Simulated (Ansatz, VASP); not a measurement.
**CuI: VASP beside Ansatz**

```
CELL_PARAMETERS angstrom
4.17042 0.00000 0.00000
0.00000 4.17042 0.00000
0.00000 0.00000 6.67995
ATOMIC_POSITIONS crystal
I 0.00000 0.50000 0.74303
I 0.50000 0.00000 0.25697
Cu 0.00000 0.00000 0.00000
Cu 0.50000 0.50000 0.00000
```

Change from the starting cell: volume scaled by 1.06.

Alike in both runs: task single point; functional LDA; k mesh 7 × 7 × 4; occupations fermi-dirac, width 0.05 eV; no spin polarisation.

|  | VASP | Ansatz |
| --- | --- | --- |
| version | VASP 6.6.1 | Ansatz 0.2.0 |
| potentials or method | VASP PAW LDA potentials, release 64 (I, Cu), cutoff 520 eV | all-electron LAPW, scalar-relativistic |

Ansatz gave:

```
gap on the k mesh at the Fermi level (eV) : 1.32
least direct gap on the mesh (eV)         : 1.32
pressure (GPa)                            : -5.4
rms of the force components (eV/Å)        : 0.373
```

What did VASP give for the same quantities?

gap on the k mesh at the Fermi level (eV): 1.36; least direct gap on the mesh (eV): 1.36; pressure (GPa): -5.3; rms of the force components (eV/Å): 0.367.

LDA's correlation is that of Perdew and Zunger in VASP and of Perdew and Wang (1992) in Ansatz. Atom by atom the forces differ by 0.006 eV/Å (rms over components). Ansatz ran all-electron here, and VASP with PAW potentials.

Neither program's run includes spin-orbit coupling.
